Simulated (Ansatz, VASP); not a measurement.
**One calculation of Zr3SnSe, two programs**

The input INCAR:

```
PREC = Accurate
ENCUT = 520
EDIFF = 1E-7
ISMEAR = 0
SIGMA = 0.1
LREAL = False
LASPH = True
NELM = 150
ALGO = Normal
ISIF = 2
LWAVE = False
LCHARG = False
ISPIN = 2
MAGMOM = 1 1 1 0 0
LORBIT = 11
LMAXMIX = 4
GGA = PE
NBANDS = 40
```

KPOINTS

```
Automatic mesh
0
Gamma
  4 4 4
```

POSCAR

```
Zr3SnSe
1.0
    2.6999086966     -4.9972798702      0.0000000000
    2.6999086966      4.9972798702      0.0000000000
    0.0000000000      0.0000000000      5.5519496848
Zr Sn Se
3 1 1
Direct
    0.5000000000      0.5000000000      0.5000000000
    0.5000000000      0.0000000000      0.0000000000
    0.0000000000      0.5000000000      0.0000000000
    0.5000000000      0.5000000000      0.0000000000
    0.0000000000      0.0000000000      0.5000000000
```

Input for Ansatz:

```yaml
crystal:
  lattice:
    - [2.6999086966, -4.9972798702, 0.0]
    - [2.6999086966, 4.9972798702, 0.0]
    - [0.0, 0.0, 5.5519496848]
  atoms:
    - { symbol: Zr, position: [0.5, 0.5, 0.5], spin: 1.0 }
    - { symbol: Zr, position: [0.5, 0.0, 0.0], spin: 1.0 }
    - { symbol: Zr, position: [0.0, 0.5, 0.0], spin: 1.0 }
    - { symbol: Sn, position: [0.5, 0.5, 0.0] }
    - { symbol: Se, position: [0.0, 0.0, 0.5] }
basis:
  ecutwfc: 420
kpoints:
  mp_grid: { grid: [4, 4, 4] }
hamiltonian:
  xc: pbe
scf:
  occupations: { method: gaussian, width: 0.1 }
  lower_state_search: "off"
output:
  forces: true
  stress: true
  eigenvalues: true
  populations: true
magnetization:
  spin_polarized: true
```

Change from the starting cell: species swapped into the KHgF3 type (Cmmm, No. 65).

Alike in both runs: task single point; functional PBE; k mesh 4 × 4 × 4; occupations gaussian, width 0.1 eV; collinear spin.

|  | VASP | Ansatz |
| --- | --- | --- |
| version | VASP 6.6.1 | Ansatz 0.2.0 |
| potentials or method | VASP PAW PBE potentials, release 64 (Zr_sv, Sn_d, Se), cutoff 520 eV | scalar-relativistic, plane waves, PAW |
| valence electrons in the cell | 56 | 66 |

VASP gave:

| Item | Value |
| --- | --- |
| gap on the k mesh at the Fermi level (eV) | none |
| pressure (GPa) | 0.0 |
| traceless stress, the component that is largest in VASP (GPa) | 0.13 |
| net moment per atom (μB) | 0.00 |

Problem. Estimate Ansatz's values.

Solution. gap on the k mesh at the Fermi level (eV): none; pressure (GPa): 0.0; traceless stress, the component that is largest in VASP (GPa): 0.15; net moment per atom (μB): 0.00.

A gap of «none» marks a metal or a gap that the smearing closes. VASP's potentials hold 56 valence electrons a cell and Ansatz's 66, so a difference there can come from the potentials and not from the codes. Ansatz's warnings: seeded moment not kept.
